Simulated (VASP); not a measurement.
**MgSe: single point with PBE-based screened hybrid with 35 % exact exchange**

Crystal: MgSe.

```
CELL_PARAMETERS angstrom
0.00000 2.73627 2.73627
2.73627 0.00000 2.73627
2.73627 2.73627 0.00000
ATOMIC_POSITIONS crystal
Mg 0.00000 0.00000 0.00000
Se 0.50000 0.50000 0.50000
```

* Program: VASP 6.6.1
* Task: single point
* Functional: PBE-based screened hybrid with 35 % exact exchange
* Potentials or basis: VASP PAW PBE potentials, release 64 (Mg, Se)
* Cutoff: 520 eV
* k mesh: 4 × 4 × 4
* Occupations: gaussian, width 0.01 eV
* Spin: no spin polarisation

```json
{
 "Pressure": "-0.9 GPa",
 "Band gap on the k mesh": "2.99 eV (least direct gap 3.94 eV)"
}
```

Levels at points of the mesh, in eV from the valence-band top:
```tsv
k point	band 1	band 2	band 3	band 4	band 5	band 6	band 7	band 8	band 9
(0.00, 0.00, 0.00)	-14.55	0.00	0.00	0.00	3.94	8.86	8.86	8.86	11.61
(0.50, 0.00, 0.00)	-13.28	-5.47	-0.64	-0.64	5.12	7.51	7.51	10.34	13.21
(0.50, 0.50, 0.00)	-12.90	-4.73	-1.97	-1.97	2.99	5.19	13.59	14.06	14.06
```

Run time: 2.3 min on 1 thread of Intel(R) Xeon(R) Platinum 8375C CPU @ 2.90GHz (Ice Lake), with other jobs on the host, peak memory 0.28 GiB.

Caveat: the k points lie up to 0.50 Å⁻¹ apart; the PAW data sets were made with another functional, which shifts forces and pressure a little. A k mesh can miss the band edges.
